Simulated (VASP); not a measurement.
# Te2Mo in VASP: notebook

The runs below take Te2Mo through single point, with BLYP, PBE, PBEsol+D4.

Program: VASP 6.6.1. These are calculated values, not measurements. Logs are shortened: lines on timing, memory, paths and dates and some standing lists are left out, and cuts for length are marked.

## Step 1: The cell of the first run

The cell holds a slab with vacuum, 6 atoms: a = 6.232 Å, b = 3.409 Å, c = 35.437 Å, α = 90.00°, β = 90.14°, γ = 90.00°.

## Step 2: Single point, BLYP

INCAR reads:

```
PREC     = Accurate       # precision mode
ENCUT    = 520            # plane-wave cutoff, eV
EDIFF    = 1E-7           # SCF threshold, eV
ISMEAR   = -1             # smearing method
SIGMA    = 0.05           # smearing width, eV
LREAL    = False          # projectors in reciprocal space
LASPH    = True           # aspherical terms in the spheres
NELM     = 80             # most SCF steps
ALGO     = Normal         # electronic algorithm
ISIF     = 2              # what is computed and relaxed
LWAVE    = False          # write WAVECAR
LCHARG   = False          # write CHGCAR
GGA      = B5             # functional
ALDAX    = 1.0          
AGGAX    = 1.0          
AGGAC    = 1.0          
ALDAC    = 0.0          
NBANDS   = 35             # bands
```

KPOINTS reads:

```
regular mesh
0
Gamma
  4 8 1
```

POSCAR reads:

```
Te2Mo
1.0
    6.2317438208      0.0000000000      0.0000000000
    0.0000000000      3.4093544903      0.0000000000
   -0.0839909111      0.0000000000     35.4373997734
Te Mo
4 2
Direct
    0.4292511000      0.7500000000      0.5407035800
    0.5707489000      0.2500000000      0.4592964200
    0.9208478700      0.2500000000      0.5565273200
    0.0791521300      0.7500000000      0.4434726800
    0.1813475600      0.2500000000      0.4974653700
    0.8186524400      0.7500000000      0.5025346300
```

Potentials or basis: VASP PAW PBE potentials, release 64 (Te, Mo_sv).

Launch:

```bash
$ cat potpaw_PBE.64/Te/POTCAR potpaw_PBE.64/Mo_sv/POTCAR > POTCAR
$ mpirun -np 1 vasp_std > vasp.out
```

OUTCAR:

```text
PREC = Accurate
   ENCUT = 520
   EDIFF = 1E-7
   ISMEAR = -1
   LREAL = False
   LASPH = True
   NELM = 80
   ISIF = 2
   GGA = B5

 ion  position               nearest neighbor table
   1  0.429  0.750  0.541-   5 2.76   5 2.76   6 2.78   2 3.47   2 3.47   3 3.55   3 3.55   3 3.64
                             3 3.64
   2  0.571  0.250  0.459-   6 2.76   6 2.76   5 2.78   1 3.47   1 3.47   4 3.55   4 3.55   4 3.64
                             4 3.64
   3  0.921  0.250  0.557-   6 2.64   6 2.64   5 2.65   1 3.55   1 3.55   1 3.64   1 3.64
   4  0.079  0.750  0.443-   5 2.64   5 2.64   6 2.65   2 3.55   2 3.55   2 3.64   2 3.64
   5  0.181  0.250  0.497-   4 2.64   4 2.64   3 2.65   1 2.76   1 2.76   2 2.78   6 2.84   6 2.84

   6  0.819  0.750  0.503-   3 2.64   3 2.64   4 2.65   2 2.76   2 2.76   1 2.78   5 2.84   5 2.84

  LATTYP: Found a simple monoclinic cell.
 ALAT       =     6.2317438208
 B/A-ratio  =     0.5470947761
 C/A-ratio  =     5.6866104138
 COS(beta)  =    -0.0023701139

  Lattice vectors:

 A1 = (   6.2317438208,   0.0000000000,   0.0000000000)
 A2 = (   0.0000000000,   3.4093544903,   0.0000000000)
 A3 = (  -0.0839909111,   0.0000000000,  35.4373997734)

Analysis of symmetry for initial positions (statically):
=====================================================================
 Subroutine PRICEL returns:
 Original cell was already a primitive cell.

 Routine SETGRP: Setting up the symmetry group for a
 simple monoclinic supercell.

 Subroutine GETGRP returns: Found  4 space group operations
 (whereof  2 operations were pure point group operations)
 out of a pool of  4 trial point group operations.

The static configuration has the point symmetry S_2 .
 The point group associated with its full space group is C_2h.

Analysis of symmetry for dynamics (positions and initial velocities):
=====================================================================
 Subroutine PRICEL returns:
 Original cell was already a primitive cell.

 Routine SETGRP: Setting up the symmetry group for a
 simple monoclinic supercell.

 Subroutine GETGRP returns: Found  4 space group operations
 (whereof  2 operations were pure point group operations)
 out of a pool of  4 trial point group operations.

The dynamic configuration has the point symmetry S_2 .
 The point group associated with its full space group is C_2h.

 Subroutine INISYM returns: Found  4 space group operations
 (whereof  2 operations are pure point group operations),
 and found     1 'primitive' translations

----------------------------------------------------------------------------------------

                                     Primitive cell

  volume of cell :     752.9109

  direct lattice vectors                    reciprocal lattice vectors
     6.231743821  0.000000000  0.000000000     0.160468727  0.000000000  0.000380330
     0.000000000  3.409354490  0.000000000     0.000000000  0.293310655  0.000000000
    -0.083990911  0.000000000 35.437399773     0.000000000  0.000000000  0.028218775

  length of vectors
     6.231743821  3.409354490 35.437499308     0.160469178  0.293310655  0.028218775

  position of ions in fractional coordinates (direct lattice)
     0.429251100  0.750000000  0.540703580
     0.570748900  0.250000000  0.459296420
     0.920847870  0.250000000  0.556527320
     0.079152130  0.750000000  0.443472680
     0.181347560  0.250000000  0.497465370
     0.818652440  0.750000000  0.502534630

  ion indices of the primitive-cell ions
   primitive index   ion index
                 1           1
                 2           2
                 3           3
                 4           4
                 5           5
                 6           6

----------------------------------------------------------------------------------------

 KPOINTS: regular mesh

Automatic generation of k-mesh.
 Grid dimensions read from file:
 generate k-points for:    4    8    1

 Generating k-lattice:

  Cartesian coordinates                     Fractional coordinates (reciprocal lattice)
     0.040117182  0.000000000  0.000095083     0.250000000  0.000000000  0.000000000
     0.000000000  0.036663832  0.000000000     0.000000000  0.125000000  0.000000000
     0.000000000  0.000000000  0.028218775     0.000000000  0.000000000  1.000000000

  Length of vectors
     0.040117295  0.036663832  0.028218775

  Shift w.r.t. Gamma in fractional coordinates (k-lattice)
     0.000000000  0.000000000  0.000000000

 Subroutine IBZKPT returns following result:
 ===========================================

 Found     15 irreducible k-points:

 Following reciprocal coordinates:
            Coordinates               Weight
  0.000000  0.000000  0.000000      1.000000
  0.250000  0.000000 -0.000000      2.000000
  0.500000  0.000000 -0.000000      1.000000
  0.000000  0.125000  0.000000      2.000000
  0.250000  0.125000 -0.000000      4.000000
  0.500000  0.125000 -0.000000      2.000000
  0.000000  0.250000  0.000000      2.000000
  0.250000  0.250000 -0.000000      4.000000
  0.500000  0.250000 -0.000000      2.000000
  0.000000  0.375000  0.000000      2.000000
  0.250000  0.375000 -0.000000      4.000000
  0.500000  0.375000 -0.000000      2.000000
  0.000000  0.500000  0.000000      1.000000
  0.250000  0.500000 -0.000000      2.000000
  0.500000  0.500000 -0.000000      1.000000
   k-points           NKPTS =     15   k-points in BZ     NKDIM =     15   number of bands    NBANDS=     35
   number of dos      NEDOS =    301   number of ions     NIONS =      6
   total plane-waves  NPLWV = 362880
   dimension x,y,z NGX =    48 NGY =   28 NGZ =  270
   dimension x,y,z NGXF=    96 NGYF=   56 NGZF=  540
   ions per type =               4   2
   NGX,Y,Z   is equivalent  to a cutoff of  12.81, 13.65, 12.67 a.u.
   NGXF,Y,Z  is equivalent  to a cutoff of  25.61, 27.31, 25.33 a.u.
 SYSTEM =  unknown system
   PREC   = accura    normal or accurate (medium, high low for compatibility)
   ISTART =      0    job   : 0-new  1-cont  2-samecut
   ICHARG =      2    charge: 1-file 2-atom 10-const
   ISPIN  =      1    spin polarized calculation?
   LNONCOLLINEAR =      F non collinear calculations
   LSORBIT =      F    spin-orbit coupling
   LASPH  =      T    aspherical Exc in radial PAW
   ENCUT  =  520.0 eV  38.22 Ry    6.18 a.u.  11.59  6.34 65.89*2*pi/ulx,y,z
   NELM   =     80;   NELMIN=  2; NELMDL= -5     # of ELM steps
   EDIFF  = 0.1E-06   stopping-criterion for ELM
   LREAL  =      F    real-space projection
   EDIFFG = 0.1E-05   stopping-criterion for IOM
   NSW    =      0    number of steps for IOM
   IBRION =     -1    ionic relax: 0-MD 1-quasi-New 2-CG
   NFREE  =      0    steps in history (QN), initial steepest desc. (CG)
   ISIF   =      2    stress and relaxation
   ISYM   =      2    0-nonsym 1-usesym 2-fastsym
   POTIM  = 0.5000    time-step for ionic-motion
   TEBEG  =    0.0;   TEEND  =   0.0 temperature during run
   PSTRESS=    0.0 pullay stress
   NELECT =      52.0000    total number of electrons
   NUPDOWN=      -1.0000    fix difference up-down
   EMIN   =  10.00;   EMAX   =-10.00  energy-range for DOS
   EFERMI =   0.00;   METHOD = LEGACY
   ISMEAR =    -1;   SIGMA  =   0.05  broadening in eV -4-tet -1-fermi 0-gaus
   EFERMI_NEDOS =   21; number of points for ismear=-14 and -15
   IALGO  =     38    algorithm
   IMIX   =      4    mixing-type and parameters
     AMIX     =   0.40;   BMIX     =  1.00
     AMIX_MAG =   1.60;   BMIX_MAG =  1.00
  volume/ion in A,a.u.               =     125.49       846.82
  Fermi-wavevector in a.u.,A,eV,Ry     =   0.671678  1.269288  6.138295  0.451152
  Thomas-Fermi vector in A             =   1.747570
   LORBIT       =      0    0 simple, 1 ext, 2 COOP (PROOUT), +10 PAW based schemes
   GGA     = B5    functional components
   LHFCALC =     F    Hartree Fock is set to
   AEXX    =    0.0000 exact exchange contribution
   IVDW    =     0    specifies the selected vdW correction
   LEPSILON=     F    determine dielectric tensor
   LRPA    =     F    only Hartree local field effects (RPA)
 non-spin polarized calculation
  energy-cutoff  :      520.00
  volume of cell :      752.91
 maximum number of plane-waves:     20323
 NGX is ok and might be reduce to    48
   NGX = 23   NGY = 13   NGZ =131

 number of electron      52.0000000 magnetization

 Free energy of the ion-electron system (eV)
  ---------------------------------------------------
  ext. energy  EPLUGINS =         0.00000000
  ---------------------------------------------------
  free energy    TOTEN  =       -29.88935298 eV

  energy without entropy =      -29.88108282  energy(sigma->0) =      -29.88521790

 E-fermi :  -1.7348     XC(G=0):  -2.2205

 val. band max:       -1.8909354721   @ k =   0.0000   0.1250   0.0000
 cond. band min:      -1.7263139224   @ k =   0.0000   0.1250   0.0000
 fundamental gap:      0.1646215497
 Fermi energy:        -1.7347616536

 k-point     1 :       0.0000    0.0000    0.0000
  band No.  band energies     occupation
      1     -62.5025      2.00000
      2     -62.4265      2.00000
      3     -36.9372      2.00000
      4     -36.8548      2.00000
      5     -36.8055      2.00000
      6     -36.6547      2.00000
[... 27 lines left out ...]
     34       1.9545      0.00000
     35       2.1316      0.00000

 k-point     2 :       0.2500    0.0000   -0.0000
  band No.  band energies     occupation
      1     -62.5023      2.00000
      2     -62.4267      2.00000
      3     -36.9319      2.00000
      4     -36.8543      2.00000
      5     -36.8055      2.00000
      6     -36.6552      2.00000
[... 27 lines left out ...]
     34       2.1377      0.00000
     35       2.3573      0.00000
[... 454 lines left out ...]
     34       2.0227      0.00000
     35       3.5130      0.00000

 k-point    15 :       0.5000    0.5000   -0.0000
  band No.  band energies     occupation
      1     -62.4566      2.00000
      2     -62.4566      2.00000
      3     -36.9999      2.00000
      4     -36.9999      2.00000
      5     -36.7396      2.00000
      6     -36.7396      2.00000
[... 27 lines left out ...]
     34       1.9623      0.00000
     35       3.1045      0.00000

------------------------ aborting loop because EDIFF is reached ----------------------------------------

  FORCE on cell =-STRESS in cart. coord.  units (eV):
  Direction    XX          YY          ZZ          XY          YZ          ZX
  --------------------------------------------------------------------------------------
  -------------------------------------------------------------------------------------
  Total       12.9579694     12.5266571     11.7609279      0.0000000      0.0000000     -0.0706120
  in kB       27.5742641     26.6564414     25.0269872      0.0000000      0.0000000     -0.1502608
  external PRESSURE =      26.4192309 kB  Pullay stress =       0.0000000 kB

 VOLUME and BASIS-vectors are now :
 -----------------------------------------------------------------------------
  energy-cutoff  :      520.00
  volume of cell :      752.91
      direct lattice vectors                 reciprocal lattice vectors
     6.231743821  0.000000000  0.000000000     0.160468727  0.000000000  0.000380330
     0.000000000  3.409354490  0.000000000     0.000000000  0.293310655  0.000000000
    -0.083990911  0.000000000 35.437399773     0.000000000  0.000000000  0.028218775

 POSITION                                       TOTAL-FORCE (eV/Angst)
 -----------------------------------------------------------------------------------
      2.62957      2.55702     19.16113         0.090936     -0.000000      1.255042
      3.51818      0.85234     16.27627        -0.090936     -0.000000     -1.255042
      5.69174      0.85234     19.72188        -0.064216     -0.000000      2.043571
      0.45601      2.55702     15.71552         0.064216      0.000000     -2.043571
      1.08833      0.85234     17.62888         0.421028     -0.000000      0.097194
      5.05942      2.55702     17.80852        -0.421028      0.000000     -0.097194
 -----------------------------------------------------------------------------------
    total drift:                               -0.000000     -0.000000     -0.000000

  FREE ENERGIE OF THE ION-ELECTRON SYSTEM (eV)
  ---------------------------------------------------
  free  energy   TOTEN  =       -29.8893529756 eV

  energy  without entropy=      -29.8810828211  energy(sigma->0) =      -29.88521790
```

Wall time 37 min (1 thread of Intel Xeon 8259CL, shared host); peak memory 0.91 GiB.

What came out:

- Free energy: -29.8894 eV
- Largest force: 2.045 eV/Å
- Band gap on the k mesh: zero (bands 26 and 27 overlap by 0.22 eV)

Forces on the atoms (eV/Å):
```
Te   0.091  0.000  1.255
Te  -0.091  0.000 -1.255
Te  -0.064  0.000  2.044
Te   0.064  0.000 -2.044
Mo   0.421  0.000  0.097
Mo  -0.421  0.000 -0.097
```

Caveat: there is no dipole correction, which matters where the two faces differ; the PAW data sets were made with another functional, which shifts forces and pressure a little; spin-orbit coupling is left out, which moves the levels of the heavy elements.

## Step 3: Single point, PBE

INCAR reads:

```
PREC = Accurate
ENCUT = 520
EDIFF = 1E-7
ISMEAR = -1
SIGMA = 0.05
LREAL = F
LASPH = T
NELM = 80
ALGO = Normal
ISIF = 2
LWAVE = F
LCHARG = F
GGA = PE
NBANDS = 35
```

KPOINTS reads:

```
Automatic mesh
0
Gamma
  4 8 1
```

POSCAR is that of step 2.

Potentials or basis: VASP PAW PBE potentials, release 64 (Te, Mo_sv).

Launch:

```bash
$ cat potpaw_PBE.64/Te/POTCAR potpaw_PBE.64/Mo_sv/POTCAR > POTCAR
$ mpirun -np 1 vasp_std > vasp.out
```

Wall time 23 min (1 thread of Intel Xeon 8259CL, shared host); peak memory 0.94 GiB.

It converged, with:

| Item | Value |
| --- | --- |
| Free energy | -35.7388 eV |
| Largest force | 1.374 eV/Å |
| Band gap on the k mesh | zero (bands 26 and 27 overlap by 0.23 eV) |

Forces in eV/Å, atoms in the order of the input:
```
Te   0.122  0.000  0.718
Te  -0.122  0.000 -0.718
Te  -0.044  0.000  1.374
Te   0.044  0.000 -1.374
Mo   0.323  0.000  0.089
Mo  -0.323  0.000 -0.089
```

Levels at points of the mesh, in eV from the Fermi level:
| k point | band 23 | band 24 | band 25 | band 26 | band 27 | band 28 | band 29 | band 30 |
| --- | --- | --- | --- | --- | --- | --- | --- | --- |
| (0.00, 0.00, 0.00) | -1.02 | -0.62 | -0.31 | 0.24 | 0.69 | 1.20 | 1.86 | 2.25 |
| (0.50, 0.00, 0.00) | -1.34 | -0.85 | -0.83 | -0.68 | 0.09 | 1.25 | 1.56 | 1.99 |
| (0.00, 0.50, 0.00) | -1.67 | -1.67 | -1.45 | -1.45 | 1.27 | 1.27 | 1.56 | 1.56 |
| (0.50, 0.50, 0.00) | -1.79 | -1.79 | -0.87 | -0.87 | 1.20 | 1.20 | 2.03 | 2.03 |

Caveat: there is no dipole correction, which matters where the two faces differ; spin-orbit coupling is left out, which moves the levels of the heavy elements.

## Step 4: Single point, BLYP

This run uses another cell than the first one.

INCAR reads:

```
SYSTEM = Te2Mo
AGGAC = 1.0 ; AGGAX = 1.0
ALDAC = 0.0 ; ALDAX = 1.0
ALGO = Normal ; EDIFF = 1E-7
ENCUT = 520 ; GGA = B5
ISIF = 2 ; ISMEAR = -1
LASPH = .True. ; LCHARG = .True.
LELF = .True. ; LREAL = .False.
LVHAR = .True. ; LWAVE = .False.
NBANDS = 35 ; NELM = 100
PREC = Accurate ; SIGMA = 0.05
```

KPOINTS reads:

```
k-points
0
Gamma
  4 8 1
  0 0 0
```

Changes to POSCAR since step 3:

```diff
@@ -2,5 +2,5 @@
 1.0
-    6.2317438208      0.0000000000      0.0000000000
-    0.0000000000      3.4093544903      0.0000000000
-   -0.0839909111      0.0000000000     35.4373997734
+    6.2756307866      0.0000000000      0.0000000000
+    0.0000000000      3.4333648200      0.0000000000
+   -0.0845824159      0.0000000000     35.6869671492
 Te Mo
```

Launch:

```bash
$ cat potpaw_PBE.64/Te/POTCAR potpaw_PBE.64/Mo_sv/POTCAR > POTCAR
$ mpirun -np 1 vasp_std > vasp.out
```

It took 35 min on 1 thread of Intel Xeon 8259CL, shared host; peak memory 0.94 GiB.

Results (log left out):

```
Free energy            : -30.1270 eV
Largest force          : 1.630 eV/Å
Band gap on the k mesh : zero (bands 26 and 27 overlap by 0.20 eV)
```

Forces in eV/Å, atoms in the order of the input:
```
Te   0.065  0.000  1.013
Te  -0.065  0.000 -1.013
Te  -0.053  0.000  1.629
Te   0.053  0.000 -1.629
Mo   0.328  0.000  0.071
Mo  -0.328  0.000 -0.071
```

Levels at points of the mesh, in eV from the Fermi level:
```tsv
k point	band 23	band 24	band 25	band 26	band 27	band 28	band 29	band 30
(0.00, 0.00, 0.00)	-0.99	-0.63	-0.31	0.21	0.67	1.11	1.79	2.22
(0.50, 0.00, 0.00)	-1.31	-0.85	-0.81	-0.68	0.11	1.17	1.51	1.90
(0.00, 0.50, 0.00)	-1.64	-1.64	-1.42	-1.42	1.22	1.22	1.51	1.51
(0.50, 0.50, 0.00)	-1.74	-1.74	-0.82	-0.82	1.14	1.14	1.97	1.97
```

Caveat: there is no dipole correction, which matters where the two faces differ; the PAW data sets were made with another functional, which shifts forces and pressure a little; spin-orbit coupling is left out, which moves the levels of the heavy elements.

## Step 5: Single point, PBEsol+D4

This run uses another cell than the first one.

INCAR reads:

```
ALGO = Normal ; EDIFF = 1E-6
ENCUT = 520 ; GGA = PS
ISIF = 2 ; ISMEAR = -1
IVDW = 13 ; LASPH = True
LCHARG = False ; LREAL = False
LWAVE = False ; NBANDS = 35
NELM = 80 ; PREC = Accurate
SIGMA = 0.05
```

KPOINTS reads:

```
k-points
0
Gamma
  4 8 1
```

POSCAR reads:

```
Te2Mo
1.0
    6.2646570141      0.0000000000      0.0018154073
    0.0000000000      3.4095335571      0.0000000000
   -0.0741110273      0.0000000000     36.1744858067
Te Mo
4 2
Direct
    0.4310430566      0.7500000000      0.5408264726
    0.5689569434      0.2500000000      0.4591735274
    0.9211161492      0.2500000000      0.5566268313
    0.0788838508      0.7500000000      0.4433731687
    0.1825591924      0.2500000000      0.4975907144
    0.8174408076      0.7500000000      0.5024092856
```

Launch:

```bash
$ cat potpaw_PBE.64/Te/POTCAR potpaw_PBE.64/Mo_sv/POTCAR > POTCAR
$ mpirun -np 1 vasp_std > vasp.out
```

Run time: 11 min. Hardware: 1 thread of Intel Xeon Platinum 8375C at 2.90GHz (Ice Lake), shared host; peak memory 0.91 GiB.

The run converged. Its results:

- Free energy: -40.4740 eV
- Largest force: 0.033 eV/Å
- Band gap on the k mesh: zero (bands 26 and 27 overlap by 0.29 eV)
- Dispersion energy per atom: -0.222 eV

Forces in eV/Å, atoms in the order of the input:
```
Te   0.007  0.000  0.013
Te  -0.007  0.000 -0.013
Te   0.002  0.000  0.033
Te  -0.002  0.000 -0.033
Mo   0.013  0.000 -0.002
Mo  -0.013  0.000  0.002
```

Levels at points of the mesh, in eV from the Fermi level:
```tsv
k point	band 24	band 25	band 26	band 27	band 28	band 29
(0.00, 0.00, 0.00)	-0.53	-0.33	0.31	0.62	1.24	1.71
(0.50, 0.00, 0.00)	-0.91	-0.77	-0.58	0.03	1.28	1.42
(0.00, 0.50, 0.00)	-1.69	-1.46	-1.46	1.22	1.22	1.54
(0.50, 0.50, 0.00)	-1.71	-0.88	-0.88	1.18	1.18	1.88
```

Caveat: there is no dipole correction, which matters where the two faces differ; the PAW data sets were made with another functional, which shifts forces and pressure a little; spin-orbit coupling is left out, which moves the levels of the heavy elements.

## Step 6: Summary

```csv
level,cell,gap on the mesh (eV),largest force (eV/Å)
BLYP,"a = 6.232, b = 3.409, c = 35.437 Å, angles 90.0, 90.1, 90.0°, 6 atoms, atomic positions A",none,2.04
PBE,"a = 6.232, b = 3.409, c = 35.437 Å, angles 90.0, 90.1, 90.0°, 6 atoms, atomic positions A",none,1.37
BLYP,"a = 6.276, b = 3.433, c = 35.687 Å, angles 90.0, 90.1, 90.0°, 6 atoms, atomic positions A",none,1.63
PBEsol+D4,"a = 6.265, b = 3.410, c = 36.175 Å, angles 90.0, 90.1, 90.0°, 6 atoms, atomic positions B",none,0.03
```

Alike in all rows: task single point; potentials or basis VASP PAW PBE potentials, release 64 (Te, Mo_sv); no spin polarisation; k mesh 4 × 8 × 1; cutoff (eV) 520; smearing fermi-dirac 0.05 eV.

Caveats: there is no dipole correction, which matters where the two faces differ; spin-orbit coupling is left out, which moves the levels of the heavy elements; the PAW data sets were made with another functional, which shifts forces and pressure a little (at least some runs).

Total energies depend on the potentials used, so only differences within one code and one set of settings carry meaning.

The gap in the log of VASP goes by the Fermi energy; the results here count the filled bands.